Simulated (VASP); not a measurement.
# Sb in VASP: further runs, part 2 of 2

VASP 6.6.1.

## Step 4: Single point, PBE

Input file INCAR:

```
  PREC = Accurate
  ENCUT = 520
  EDIFF = 1E-7
  ISMEAR = -1
  SIGMA = 0.1
  LREAL = F
  LASPH = T
  NELM = 100
  ALGO = Normal
  ISIF = 2
  LWAVE = F
  LCHARG = F
  LDIPOL = T
  IDIPOL = 3
  DIPOL = 0.5 0.5 0.500
  GGA = PE
  NBANDS = 20
```

Input file KPOINTS:

```
Automatic mesh
0
Gamma
  11 11 1
```

Input file POSCAR:

```
Sb
1.0
    3.3888387686      0.0000000000      0.0000000000
   -1.6944193843      2.9348204630      0.0000000000
    0.0000000000      0.0000000000     27.0679000000
Sb
5
Direct
    0.8333333333      0.1666666667      0.2999597592
    0.1666666667      0.8333333333      0.3949955206
    0.5000000000      0.5000000000      0.4999999910
    0.8333333333      0.1666666667      0.6050044858
    0.1666666667      0.8333333333      0.7000402434
```

Potentials or basis: VASP PAW PBE potentials, release 64 (Sb).

Started as:

```console
$ cat potpaw_PBE.64/Sb/POTCAR > POTCAR
$ mpirun -np 1 vasp_std > vasp.out
```

OUTCAR:

```text
PREC = Accurate
   ENCUT = 520
   EDIFF = 1E-7
   ISMEAR = -1
   LREAL = F
   LASPH = T
   NELM = 100
   ISIF = 2
   GGA = PE

 ion  position               nearest neighbor table
   1  0.833  0.167  0.300-   2 3.23   2 3.23   2 3.23
   2  0.167  0.833  0.395-   1 3.23   1 3.23   1 3.23   3 3.45   3 3.45   3 3.45
   3  0.500  0.500  0.500-   2 3.45   2 3.45   2 3.45   4 3.45   4 3.45   4 3.45
   4  0.833  0.167  0.605-   5 3.23   5 3.23   5 3.23   3 3.45   3 3.45   3 3.45
   5  0.167  0.833  0.700-   4 3.23   4 3.23   4 3.23

  LATTYP: Found a hexagonal cell.
 ALAT       =     3.3888387686
 C/A-ratio  =     7.9873673102

  Lattice vectors:

 A1 = (   3.3888387686,   0.0000000000,   0.0000000000)
 A2 = (  -1.6944193843,   2.9348204630,   0.0000000000)
 A3 = (   0.0000000000,   0.0000000000,  27.0679000000)

Analysis of symmetry for initial positions (statically):
=====================================================================
 Subroutine PRICEL returns:
 Original cell was already a primitive cell.

 Routine SETGRP: Setting up the symmetry group for a
 hexagonal supercell.

 Subroutine GETGRP returns: Found 12 space group operations
 (whereof  4 operations were pure point group operations)
 out of a pool of 24 trial point group operations.

The static configuration has the point symmetry C_2h.
 The point group associated with its full space group is D_3d.

Analysis of symmetry for dynamics (positions and initial velocities):
=====================================================================
 Subroutine PRICEL returns:
 Original cell was already a primitive cell.

 Routine SETGRP: Setting up the symmetry group for a
 hexagonal supercell.

 Subroutine GETGRP returns: Found 12 space group operations
 (whereof  4 operations were pure point group operations)
 out of a pool of 24 trial point group operations.

The dynamic configuration has the point symmetry C_2h.
 The point group associated with its full space group is D_3d.

 Subroutine INISYM returns: Found 12 space group operations
 (whereof  4 operations are pure point group operations),
 and found     1 'primitive' translations

----------------------------------------------------------------------------------------

                                     Primitive cell

  volume of cell :     269.2074

  direct lattice vectors                    reciprocal lattice vectors
     3.388838769  0.000000000  0.000000000     0.295086331  0.170368173  0.000000000
    -1.694419384  2.934820463  0.000000000     0.000000000  0.340736346  0.000000000
     0.000000000  0.000000000 27.067900000     0.000000000  0.000000000  0.036944129

  length of vectors
     3.388838769  3.388838769 27.067900000     0.340736346  0.340736346  0.036944129

  position of ions in fractional coordinates (direct lattice)
     0.833333333  0.166666667  0.299959759
     0.166666667  0.833333333  0.394995521
     0.500000000  0.500000000  0.499999991
     0.833333333  0.166666667  0.605004486
     0.166666667  0.833333333  0.700040243

  ion indices of the primitive-cell ions
   primitive index   ion index
                 1           1
                 2           2
                 3           3
[... 25 lines left out ...]
 ===========================================

 Found     16 irreducible k-points:

 Following reciprocal coordinates:
            Coordinates               Weight
  0.000000  0.000000  0.000000      1.000000
  0.090909  0.000000  0.000000      6.000000
  0.181818  0.000000  0.000000      6.000000
  0.272727  0.000000  0.000000      6.000000
  0.363636  0.000000  0.000000      6.000000
  0.454545  0.000000  0.000000      6.000000
[... 8 lines left out ...]
  0.272727  0.272727  0.000000      6.000000
  0.363636  0.272727  0.000000      6.000000
   k-points           NKPTS =     16   k-points in BZ     NKDIM =     16   number of bands    NBANDS=     20
   number of dos      NEDOS =    301   number of ions     NIONS =      5
   total plane-waves  NPLWV = 164640
   dimension x,y,z NGX =    28 NGY =   28 NGZ =  210
   dimension x,y,z NGXF=    56 NGYF=   56 NGZF=  420
   ions per type =               5
   NGX,Y,Z   is equivalent  to a cutoff of  13.74, 13.74, 12.90 a.u.
   NGXF,Y,Z  is equivalent  to a cutoff of  27.47, 27.47, 25.80 a.u.
 SYSTEM =  unknown system
   PREC   = accura    normal or accurate (medium, high low for compatibility)
   ISTART =      0    job   : 0-new  1-cont  2-samecut
   ICHARG =      2    charge: 1-file 2-atom 10-const
   ISPIN  =      1    spin polarized calculation?
   LNONCOLLINEAR =      F non collinear calculations
   LSORBIT =      F    spin-orbit coupling
   LASPH  =      T    aspherical Exc in radial PAW
   ENCUT  =  520.0 eV  38.22 Ry    6.18 a.u.   6.30  6.30 50.33*2*pi/ulx,y,z
   NELM   =    100;   NELMIN=  2; NELMDL= -5     # of ELM steps
   EDIFF  = 0.1E-06   stopping-criterion for ELM
   LREAL  =      F    real-space projection
   EDIFFG = 0.1E-05   stopping-criterion for IOM
   NSW    =      0    number of steps for IOM
   IBRION =     -1    ionic relax: 0-MD 1-quasi-New 2-CG
   NFREE  =      0    steps in history (QN), initial steepest desc. (CG)
   ISIF   =      2    stress and relaxation
   ISYM   =      2    0-nonsym 1-usesym 2-fastsym
   POTIM  = 0.5000    time-step for ionic-motion
   TEBEG  =    0.0;   TEEND  =   0.0 temperature during run
   PSTRESS=    0.0 pullay stress
   NELECT =      25.0000    total number of electrons
   NUPDOWN=      -1.0000    fix difference up-down
   EMIN   =  10.00;   EMAX   =-10.00  energy-range for DOS
   EFERMI =   0.00;   METHOD = LEGACY
   ISMEAR =    -1;   SIGMA  =   0.10  broadening in eV -4-tet -1-fermi 0-gaus
   EFERMI_NEDOS =   21; number of points for ismear=-14 and -15
   IALGO  =     38    algorithm
   IMIX   =      4    mixing-type and parameters
     AMIX     =   0.40;   BMIX     =  1.00
     AMIX_MAG =   1.60;   BMIX_MAG =  1.00
  volume/ion in A,a.u.               =      53.84       363.34
  Fermi-wavevector in a.u.,A,eV,Ry     =   0.741354  1.400957  7.477847  0.549606
  Thomas-Fermi vector in A             =   1.835975
   LORBIT       =      0    0 simple, 1 ext, 2 COOP (PROOUT), +10 PAW based schemes
   GGA     = PE    functional components
[... 5 lines left out ...]
 non-spin polarized calculation
  energy-cutoff  :      520.00
  volume of cell :      269.21
 maximum number of plane-waves:      7301
 NGX is ok and might be reduce to    28
   NGX = 13   NGY = 13   NGZ =101

 number of electron      24.9999999 magnetization

 dipolmoment           0.000000      0.000000      0.000001 electrons x Angstroem

 Free energy of the ion-electron system (eV)
  ---------------------------------------------------
  ext. energy  EPLUGINS =         0.00000000
  ---------------------------------------------------
  free energy    TOTEN  =       -18.88859555 eV

  energy without entropy =      -18.78477999  energy(sigma->0) =      -18.83668777

 E-fermi :   2.2066     XC(G=0):  -5.6915

 val. band max:        2.1603907455   @ k =   0.1818   0.0000   0.0000
 cond. band min:       2.2236462319   @ k =   0.4545   0.0909   0.0000
 fundamental gap:      0.0632554864
 Fermi energy:         2.2066497371

 k-point     1 :       0.0000    0.0000    0.0000
  band No.  band energies     occupation
      1     -10.5211      2.00000
      2     -10.2765      2.00000
      3      -9.2088      2.00000
      4      -8.0038      2.00000
      5      -7.2314      2.00000
      6      -2.8298      2.00000
[... 357 lines left out ...]
     19       3.8079      0.00000
     20       3.9464      0.00000

------------------------ aborting loop because EDIFF is reached ----------------------------------------

 vacuum level on the upper side and lower side of the slab       (xc-potential included)        -0.068        -0.068

  FORCE on cell =-STRESS in cart. coord.  units (eV):
  Direction    XX          YY          ZZ          XY          YZ          ZX
  --------------------------------------------------------------------------------------
  -------------------------------------------------------------------------------------
  Total       -0.4393619     -0.4393619     -0.1374827      0.0000000      0.0000000     -0.0000000
  in kB       -2.6148449     -2.6148449     -0.8182227      0.0000000      0.0000000     -0.0000000
  external PRESSURE =      -2.0159708 kB  Pullay stress =       0.0000000 kB

 VOLUME and BASIS-vectors are now :
 -----------------------------------------------------------------------------
  energy-cutoff  :      520.00
  volume of cell :      269.21
      direct lattice vectors                 reciprocal lattice vectors
     3.388838769  0.000000000  0.000000000     0.295086331  0.170368173  0.000000000
    -1.694419384  2.934820463  0.000000000     0.000000000  0.340736346  0.000000000
     0.000000000  0.000000000 27.067900000     0.000000000  0.000000000  0.036944129

 POSITION                                       TOTAL-FORCE (eV/Angst)
 -----------------------------------------------------------------------------------
      2.54163      0.48914      8.11928         0.000000      0.000000      0.014096
     -0.84721      2.44568     10.69170        -0.000000     -0.000000     -0.004561
      0.84721      1.46741     13.53395        -0.000000     -0.000000      0.000000
      2.54163      0.48914     16.37620         0.000000     -0.000000      0.004561
     -0.84721      2.44568     18.94862        -0.000000      0.000000     -0.014096
 -----------------------------------------------------------------------------------
    total drift:                                0.000000     -0.000000      0.000042

  FREE ENERGIE OF THE ION-ELECTRON SYSTEM (eV)
  ---------------------------------------------------
  free  energy   TOTEN  =       -18.8885955502 eV

  energy  without entropy=      -18.7847799916  energy(sigma->0) =      -18.83668777

 vacuum level on the upper side and lower side of the slab         6.296         6.296
```

OSZICAR:

```text
N       E                     dE             d eps       ncg     rms          rms(c)
DAV:   1     0.141350312557E+03    0.14135E+03   -0.75729E+03   640   0.894E+02
DAV:   2    -0.696872988981E+01   -0.14832E+03   -0.14188E+03   900   0.157E+02
DAV:   3    -0.185951867037E+02   -0.11626E+02   -0.11442E+02   820   0.496E+01
[... 15 lines left out ...]
DAV:  19    -0.188885876539E+02   -0.62669E-05   -0.23075E-07   592   0.126E-03    0.122E-03
DAV:  20    -0.188885949388E+02   -0.72849E-05   -0.70598E-07   608   0.164E-03    0.334E-04
DAV:  21    -0.188885952452E+02   -0.30633E-06   -0.17589E-08   572   0.423E-04    0.223E-04
DAV:  22    -0.188885954923E+02   -0.24717E-06   -0.80986E-09   456   0.217E-04    0.956E-05
DAV:  23    -0.188885955502E+02   -0.57901E-07   -0.15110E-09   476   0.109E-04
   1 F= -.18888596E+02 E0= -.18836688E+02  d E =-.103816E+00
```

It took 4.9 min on 1 thread of Intel Xeon 8259CL, shared host; peak memory 0.43 GiB.

What came out:

| Quantity | Value |
| --- | --- |
| Free energy | -18.8886 eV |
| Largest force | 0.014 eV/Å |

Forces on the atoms (eV/Å):
```
Sb   0.000  0.000  0.014
Sb   0.000  0.000 -0.005
Sb   0.000  0.000  0.000
Sb   0.000  0.000  0.005
Sb   0.000  0.000 -0.014
```

Levels at points of the mesh, in eV from the Fermi level:
```csv
k point,band 9,band 10,band 11,band 12,band 13,band 14,band 15,band 16
"(0.00, 0.00, 0.00)",1.21,2.97,3.51,3.51,3.64,3.64,3.84,4.30
```

Caveat: spin-orbit coupling is left out, which moves the levels of the heavy elements.
